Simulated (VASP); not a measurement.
# Au in VASP: a series of runs

The runs below take Au through single point, with PBE+D3(BJ).

All numbers are computed with VASP 6.6.1; they aren't measurements. Logs are shortened: lines on timing, memory, paths and dates and some standing lists are left out, and cuts for length are marked.

### Step 1. The cell of the first run

The cell holds a slab with vacuum, 12 atoms: a = 5.803 Å, b = 5.803 Å, c = 20.738 Å, α = 90.00°, β = 90.00°, γ = 120.00°.

### Step 2. Single point, PBE+D3(BJ)

INCAR

```
SYSTEM = Au
  PREC = Accurate
  ENCUT = 520
  EDIFF = 1E-7
  ISMEAR = 0
  SIGMA = 0.1
  LREAL = .False.
  LASPH = .True.
  NELM = 100
  ALGO = Normal
  ISIF = 2
  LWAVE = .False.
  LCHARG = .True.
  LDIPOL = .True.
  IDIPOL = 3
  DIPOL = 0.5 0.5 0.506
  GGA = PE
  IVDW = 12
  LELF = .True.
  LVHAR = .True.
  LVACPOTAV = .True.
  NBANDS = 78
```

KPOINTS

```
Automatic mesh
0
Gamma
  4 4 1
  0 0 0
```

POSCAR

```
Au
1.0
    5.8027911561      0.0000000000      0.0000000000
   -2.9013955780      5.0253645540      0.0000000000
    0.0000000000      0.0000000000     20.7379591388
Au
12
Direct
    0.3333333333      0.1666666667      0.3857660219
    0.3333333333      0.6666666667      0.3857660219
    0.8333333333      0.1666666667      0.3857660219
    0.8333333333      0.6666666667      0.3857660219
    0.6666666667      0.3333333333      0.5060267586
    0.6666666667      0.8333333333      0.5060267586
    0.1666666667      0.3333333333      0.5060267586
    0.1666666667      0.8333333333      0.5060267586
    0.0000000000      0.5000000000      0.6262853303
    0.0000000000      0.0000000000      0.6262853303
    0.5000000000      0.5000000000      0.6262853303
    0.5000000000      0.0000000000      0.6262853303
```

Potentials or basis: VASP PAW PBE potentials, release 64 (Au).

The run is started by

```console
$ cat potpaw_PBE.64/Au/POTCAR > POTCAR
$ mpirun -np 1 vasp_std > vasp.out
```

OUTCAR:

```text
SYSTEM = Au
   PREC = Accurate
   ENCUT = 520
   EDIFF = 1E-7
   ISMEAR = 0
   LREAL = .False.
   LASPH = .True.
   NELM = 100
   ISIF = 2
   GGA = PE
   IVDW = 12
 IVDW          = 12

 ion  position               nearest neighbor table
   1  0.333  0.167  0.386-   2 2.90   2 2.90   4 2.90   4 2.90   3 2.90   3 2.90   7 3.00   8 3.00
                             5 3.00
   2  0.333  0.667  0.386-   1 2.90   1 2.90   3 2.90   3 2.90   4 2.90   4 2.90   8 3.00   7 3.00
                             6 3.00
   3  0.833  0.167  0.386-   4 2.90   4 2.90   2 2.90   2 2.90   1 2.90   1 2.90   5 3.00   6 3.00
                             7 3.00
   4  0.833  0.667  0.386-   3 2.90   3 2.90   1 2.90   1 2.90   2 2.90   2 2.90   6 3.00   5 3.00
                             8 3.00
   5  0.667  0.333  0.506-   6 2.90   6 2.90   8 2.90   8 2.90   7 2.90   7 2.90  12 3.00   9 3.00
                            11 3.00   3 3.00   4 3.00   1 3.00
   6  0.667  0.833  0.506-   5 2.90   5 2.90   7 2.90   7 2.90   8 2.90   8 2.90  11 3.00  10 3.00
                            12 3.00   4 3.00   3 3.00   2 3.00
   7  0.167  0.333  0.506-   8 2.90   8 2.90   6 2.90   6 2.90   5 2.90   5 2.90  10 3.00  11 3.00
                             9 3.00   1 3.00   2 3.00   3 3.00
   8  0.167  0.833  0.506-   7 2.90   7 2.90   5 2.90   5 2.90   6 2.90   6 2.90   9 3.00  12 3.00
                            10 3.00   2 3.00   1 3.00   4 3.00
   9  0.000  0.500  0.626-  10 2.90  10 2.90  12 2.90  12 2.90  11 2.90  11 2.90   8 3.00   5 3.00
[... 14 lines left out ...]
 A1 = (   5.8027911561,   0.0000000000,   0.0000000000)
 A2 = (  -2.9013955780,   5.0253645540,   0.0000000000)
 A3 = (   0.0000000000,   0.0000000000,  20.7379591388)

Analysis of symmetry for initial positions (statically):
=====================================================================
 Subroutine PRICEL returns following result:

  LATTYP: Found a hexagonal cell.
 ALAT       =     2.9013955780
 C/A-ratio  =     7.1475807352

  Lattice vectors:

 A1 = (   2.9013955780,   0.0000000000,   0.0000000000)
 A2 = (  -1.4506977890,   2.5126822770,   0.0000000000)
 A3 = (   0.0000000000,   0.0000000000,  20.7379591388)

   4 primitive cells build up your supercell.

 Routine SETGRP: Setting up the symmetry group for a
 hexagonal supercell.

 Subroutine GETGRP returns: Found 12 space group operations
 (whereof  6 operations were pure point group operations)
 out of a pool of 24 trial point group operations.

The static configuration has the point symmetry C_3v.
 The point group associated with its full space group is D_3d.

Analysis of symmetry for dynamics (positions and initial velocities):
=====================================================================
 Subroutine PRICEL returns following result:

  LATTYP: Found a hexagonal cell.
 ALAT       =     2.9013955780
 C/A-ratio  =     7.1475807352

  Lattice vectors:

 A1 = (   2.9013955780,   0.0000000000,   0.0000000000)
 A2 = (  -1.4506977890,   2.5126822770,   0.0000000000)
 A3 = (   0.0000000000,   0.0000000000,  20.7379591388)

   4 primitive cells build up your supercell.

 Routine SETGRP: Setting up the symmetry group for a
 hexagonal supercell.

 Subroutine GETGRP returns: Found 12 space group operations
 (whereof  6 operations were pure point group operations)
 out of a pool of 24 trial point group operations.

The dynamic configuration has the point symmetry C_3v.
 The point group associated with its full space group is D_3d.

 Subroutine INISYM returns: Found 12 space group operations
 (whereof  6 operations are pure point group operations),
 and found     4 'primitive' translations

----------------------------------------------------------------------------------------

                                     Primitive cell

  volume of cell :     151.1856

  direct lattice vectors                    reciprocal lattice vectors
     2.901395578  0.000000000  0.000000000     0.344661723  0.198990539  0.000000000
    -1.450697789  2.512682277  0.000000000     0.000000000  0.397981077  0.000000000
     0.000000000  0.000000000 20.737959139     0.000000000  0.000000000  0.048220753

  length of vectors
     2.901395578  2.901395578 20.737959139     0.397981077  0.397981077  0.048220753

  position of ions in fractional coordinates (direct lattice)
     0.666666667  0.333333333  0.385766022
     0.333333333  0.666666667  0.506026759
     0.000000000  0.000000000  0.626285330

  ion indices of the primitive-cell ions
   primitive index   ion index
                 1           1
                 2           7
                 3          12

----------------------------------------------------------------------------------------

 KPOINTS: Automatic mesh

Automatic generation of k-mesh.
 Grid dimensions read from file:
 generate k-points for:    4    4    1

 Generating k-lattice:

  Cartesian coordinates                     Fractional coordinates (reciprocal lattice)
     0.043082715  0.024873817  0.000000000     0.250000000  0.000000000  0.000000000
     0.000000000  0.049747635  0.000000000     0.000000000  0.250000000  0.000000000
     0.000000000  0.000000000  0.048220753     0.000000000  0.000000000  1.000000000

  Length of vectors
     0.049747635  0.049747635  0.048220753

  Shift w.r.t. Gamma in fractional coordinates (k-lattice)
     0.000000000  0.000000000  0.000000000

 Subroutine IBZKPT returns following result:
 ===========================================

 Found      4 irreducible k-points:

 Following reciprocal coordinates:
            Coordinates               Weight
  0.000000  0.000000  0.000000      1.000000
  0.250000 -0.000000  0.000000      6.000000
  0.500000 -0.000000  0.000000      3.000000
  0.250000  0.250000  0.000000      6.000000
   k-points           NKPTS =      4   k-points in BZ     NKDIM =      4   number of bands    NBANDS=     78
   number of dos      NEDOS =    301   number of ions     NIONS =     12
   total plane-waves  NPLWV = 368640
   dimension x,y,z NGX =    48 NGY =   48 NGZ =  160
   dimension x,y,z NGXF=    96 NGYF=   96 NGZF=  320
   ions per type =              12
   NGX,Y,Z   is equivalent  to a cutoff of  13.75, 13.75, 12.83 a.u.
   NGXF,Y,Z  is equivalent  to a cutoff of  27.50, 27.50, 25.65 a.u.
 SYSTEM =  Au
   PREC   = accura    normal or accurate (medium, high low for compatibility)
   ISTART =      0    job   : 0-new  1-cont  2-samecut
   ICHARG =      2    charge: 1-file 2-atom 10-const
   ISPIN  =      1    spin polarized calculation?
   LNONCOLLINEAR =      F non collinear calculations
   LSORBIT =      F    spin-orbit coupling
   LASPH  =      T    aspherical Exc in radial PAW
   ENCUT  =  520.0 eV  38.22 Ry    6.18 a.u.  10.79 10.79 38.56*2*pi/ulx,y,z
   NELM   =    100;   NELMIN=  2; NELMDL= -5     # of ELM steps
   EDIFF  = 0.1E-06   stopping-criterion for ELM
   LREAL  =      F    real-space projection
   EDIFFG = 0.1E-05   stopping-criterion for IOM
   NSW    =      0    number of steps for IOM
   IBRION =     -1    ionic relax: 0-MD 1-quasi-New 2-CG
   NFREE  =      0    steps in history (QN), initial steepest desc. (CG)
   ISIF   =      2    stress and relaxation
   ISYM   =      2    0-nonsym 1-usesym 2-fastsym
   POTIM  = 0.5000    time-step for ionic-motion
   TEBEG  =    0.0;   TEEND  =   0.0 temperature during run
   PSTRESS=    0.0 pullay stress
   NELECT =     132.0000    total number of electrons
   NUPDOWN=      -1.0000    fix difference up-down
   EMIN   =  10.00;   EMAX   =-10.00  energy-range for DOS
   EFERMI =   0.00;   METHOD = LEGACY
   ISMEAR =     0;   SIGMA  =   0.10  broadening in eV -4-tet -1-fermi 0-gaus
   EFERMI_NEDOS =   21; number of points for ismear=-14 and -15
   IALGO  =     38    algorithm
   IMIX   =      4    mixing-type and parameters
     AMIX     =   0.40;   BMIX     =  1.00
     AMIX_MAG =   1.60;   BMIX_MAG =  1.00
  volume/ion in A,a.u.               =      50.40       340.08
  Fermi-wavevector in a.u.,A,eV,Ry     =   0.985695  1.862694 13.219352  0.971595
  Thomas-Fermi vector in A             =   2.117021
   LORBIT       =      0    0 simple, 1 ext, 2 COOP (PROOUT), +10 PAW based schemes
   GGA     = PE    functional components
   LHFCALC =     F    Hartree Fock is set to
   AEXX    =    0.0000 exact exchange contribution
   IVDW    =    12    specifies the selected vdW correction
   LEPSILON=     F    determine dielectric tensor
   LRPA    =     F    only Hartree local field effects (RPA)
 non-spin polarized calculation
 Gauss-broadening in eV      SIGMA  =   0.10
  energy-cutoff  :      520.00
  volume of cell :      604.74
 maximum number of plane-waves:     16312
 NGX is ok and might be reduce to    48
   NGX = 21   NGY = 21   NGZ = 77

 number of electron     132.0000021 magnetization

 dipolmoment           0.000000      0.000000     -0.000623 electrons x Angstroem

 Free energy of the ion-electron system (eV)
  ---------------------------------------------------
  ext. energy  EPLUGINS =         0.00000000
  ---------------------------------------------------
  free energy    TOTEN  =       -36.25253913 eV

  energy without entropy =      -36.21247841  energy(sigma->0) =      -36.23250877

 E-fermi :  -0.2926     XC(G=0):  -5.2018

 val. band max:       -0.5011922545   @ k =   0.5000  -0.0000   0.0000
 cond. band min:      -0.2290491293   @ k =   0.5000  -0.0000   0.0000
 fundamental gap:      0.2721431252
 Fermi energy:        -0.2925551482

 k-point     1 :       0.0000    0.0000    0.0000
  band No.  band energies     occupation
      1      -8.9860      2.00000
      2      -7.5856      2.00000
      3      -7.1944      2.00000
      4      -6.8073      2.00000
      5      -6.8073      2.00000
      6      -6.8073      2.00000
[... 313 lines left out ...]
     77       5.0949      0.00000
     78       5.1431      0.00000

------------------------ aborting loop because EDIFF is reached ----------------------------------------

 Edisp (eV)   -5.21748

 E8    (eV) :    -2.4437

  FORCE on cell =-STRESS in cart. coord.  units (eV):
  Direction    XX          YY          ZZ          XY          YZ          ZX
  --------------------------------------------------------------------------------------
  -------------------------------------------------------------------------------------
  Total     -16.96332   -16.96332    -0.25261    -0.00000    -0.00000     0.00000
  in kB     -44.94183   -44.94183    -0.66926    -0.00000    -0.00000     0.00000
  external pressure =      -30.18 kB  Pullay stress =        0.00 kB

 VOLUME and BASIS-vectors are now :
 -----------------------------------------------------------------------------
  energy-cutoff  :      520.00
  volume of cell :      604.74
      direct lattice vectors                 reciprocal lattice vectors
     5.802791156  0.000000000  0.000000000     0.172330862  0.099495269  0.000000000
    -2.901395578  5.025364554  0.000000000     0.000000000  0.198990539  0.000000000
     0.000000000  0.000000000 20.737959139     0.000000000  0.000000000  0.048220753

 POSITION                                       TOTAL-FORCE (eV/Angst)
 -----------------------------------------------------------------------------------
      1.45070      0.83756      8.00000         0.000000     -0.000000      0.002330
     -0.00000      3.35024      8.00000        -0.000000      0.000000      0.002330
      4.35209      0.83756      8.00000        -0.000000     -0.000000      0.002330
      2.90140      3.35024      8.00000        -0.000000      0.000000      0.002330
      2.90140      1.67512     10.49396        -0.000000     -0.000000     -0.000000
      1.45070      4.18780     10.49396         0.000000      0.000000     -0.000000
      0.00000      1.67512     10.49396         0.000000      0.000000     -0.000000
     -1.45070      4.18780     10.49396         0.000000      0.000000     -0.000000
     -1.45070      2.51268     12.98788         0.000000     -0.000000     -0.002330
      0.00000      0.00000     12.98788         0.000000      0.000000     -0.002330
      1.45070      2.51268     12.98788         0.000000     -0.000000     -0.002330
      2.90140      0.00000     12.98788        -0.000000      0.000000     -0.002330
 -----------------------------------------------------------------------------------
    total drift:                                0.000000     -0.000000     -0.096658

  FREE ENERGIE OF THE ION-ELECTRON SYSTEM (eV)
  ---------------------------------------------------
  free  energy   TOTEN  =       -41.4700141508 eV

  energy  without entropy=      -41.4299534279  energy(sigma->0) =      -41.44998379

 vacuum level on the upper side and lower side of the slab         4.957         4.961
```

Wall time 15 min (1 thread of Intel Xeon 8259CL, shared host); peak memory 0.74 GiB.

Results:

| Item | Value |
| --- | --- |
| Free energy | -41.4700 eV |
| Band gap on the k mesh | zero (bands 66 and 67 overlap by 0.73 eV) |
| Dispersion energy per atom | -0.435 eV |

Forces on the atoms (eV/Å):
```
Au   0.000  0.000  0.002
Au   0.000  0.000  0.002
Au   0.000  0.000  0.002
Au   0.000  0.000  0.002
Au   0.000  0.000  0.000
Au   0.000  0.000  0.000
Au   0.000  0.000  0.000
Au   0.000  0.000  0.000
Au   0.000  0.000 -0.002
Au   0.000  0.000 -0.002
Au   0.000  0.000 -0.002
Au   0.000  0.000 -0.002
```

Caveat: spin-orbit coupling is left out, which moves the levels of the heavy elements.

### Step 3. Single point, PBE+D3(BJ)

This run uses another cell than the first one.

INCAR

```
ALGO = Normal ; DIPOL = 0.5 0.5 0.423
EDIFF = 1E-6 ; ENCUT = 520
GGA = PE ; IDIPOL = 3
ISIF = 2 ; ISMEAR = 0
IVDW = 12 ; LASPH = T
LCHARG = T ; LDIPOL = T
LELF = T ; LREAL = F
LVACPOTAV = T ; LVHAR = T
LWAVE = F ; NBANDS = 78
NELM = 100 ; PREC = Accurate
SIGMA = 0.1
```

KPOINTS

```
k-points
0
Gamma
  4 4 1
```

POSCAR

```
Au
1.0
    5.8027911561      0.0000000000      0.0000000000
   -2.9013955780      5.0253645540      0.0000000000
    0.0000000000      0.0000000000     24.7360591388
Au
12
Direct
    0.3333333333      0.1666666667      0.3234144920
    0.3333333333      0.6666666667      0.3234144920
    0.8333333333      0.1666666667      0.3234144920
    0.8333333333      0.6666666667      0.3234144920
    0.6666481789      0.3332963579      0.4234230652
    0.6666481789      0.8333518211      0.4234230652
    0.1666666667      0.3333333333      0.4231777409
    0.1667036421      0.8333518211      0.4234230652
   -0.0007376599      0.5007376599      0.5225914585
   -0.0007376599     -0.0014753197      0.5225914585
    0.5014753197      0.5007376599      0.5225914585
    0.5000000000      0.0000000000      0.5223523721
```

Potentials or basis: VASP PAW PBE potentials, release 64 (Au).

The run is started by

```console
$ cat potpaw_PBE.64/Au/POTCAR > POTCAR
$ mpirun -np 1 vasp_std > vasp.out
```

Run time: 19 min. Hardware: 1 thread of Intel Xeon 8259CL, shared host; peak memory 0.85 GiB.

It converged, with:

| Item | Value |
| --- | --- |
| Free energy | -41.4540 eV |
| Largest force | 0.134 eV/Å |
| Band gap on the k mesh | zero (bands 66 and 67 overlap by 0.64 eV) |
| Dispersion energy per atom | -0.437 eV |

Forces on the atoms (eV/Å):
```
Au   0.005 -0.003 -0.055
Au   0.000  0.006 -0.055
Au  -0.005 -0.003 -0.055
Au   0.000  0.000 -0.052
Au   0.000  0.000 -0.071
Au   0.000  0.000 -0.071
Au   0.000  0.000 -0.016
Au   0.000  0.000 -0.071
Au   0.071 -0.041  0.106
Au   0.000  0.082  0.106
Au  -0.071 -0.041  0.106
Au   0.000  0.000  0.130
```

Levels at points of the mesh, in eV from the Fermi level:
```csv
k point,band 63,band 64,band 65,band 66,band 67,band 68
"(0.00, 0.00, 0.00)",-1.56,0.28,0.29,0.29,0.31,1.22
"(0.50, 0.00, 0.00)",-1.86,-1.86,-0.12,-0.12,0.06,0.06
```

Caveat: spin-orbit coupling is left out, which moves the levels of the heavy elements.
